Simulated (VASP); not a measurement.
CoSi2: single point with PBEsol

The system is CoSi2.

```
Co Si
1.0
     0.00000    2.58353    2.58353
     2.58353    0.00000    2.58353
     2.58353    2.58353    0.00000
Co Si
1 2
Direct
  0.00000 0.00000 0.00000
  0.25000 0.25000 0.25000
  0.75000 0.75000 0.75000
```

```
Program                : VASP 6.6.1
Task                   : single point
Functional             : PBEsol
Potentials or basis    : VASP PAW PBE potentials, release 64 (Co, Si)
Cutoff                 : 520 eV
k mesh                 : 14 × 14 × 14
Occupations            : gaussian, width 0.15 eV
Spin                   : no spin polarisation
Dipole correction      : no
Further INCAR settings : ALGO = Normal; EDIFF = 1e-06; NBANDS = 16
```

The pressure is 19.6 GPa. The band gap on the k mesh is zero (an odd number of electrons rules out a gap without spin polarisation).

Levels at points of the mesh, in eV from the Fermi level:
```
           k point  band 6  band 7  band 8  band 9  band 10  band 11  band 12  band 13
(0.00, 0.00, 0.00)   -2.30    1.91    3.43    3.43     3.43     3.87     3.87     3.87
(0.50, 0.00, 0.00)   -1.96   -1.96   -0.52   -0.52     2.99     3.75     3.75     5.33
(0.50, 0.50, 0.00)   -2.30   -2.30   -2.27   -1.60     2.05     2.93     8.69    10.72
```

It took 24 s on 1 thread of Intel(R) Xeon(R) 6975P-C (Granite Rapids), with other jobs on the host, peak memory 0.19 GiB.

Caveat: the cell stands under pressure; the PAW data sets were made with another functional, which shifts forces and pressure a little; the run has no spin polarisation, though such a crystal can be magnetic. Spin polarisation is off, so any magnetic state and its effect on volume and gap are missing.
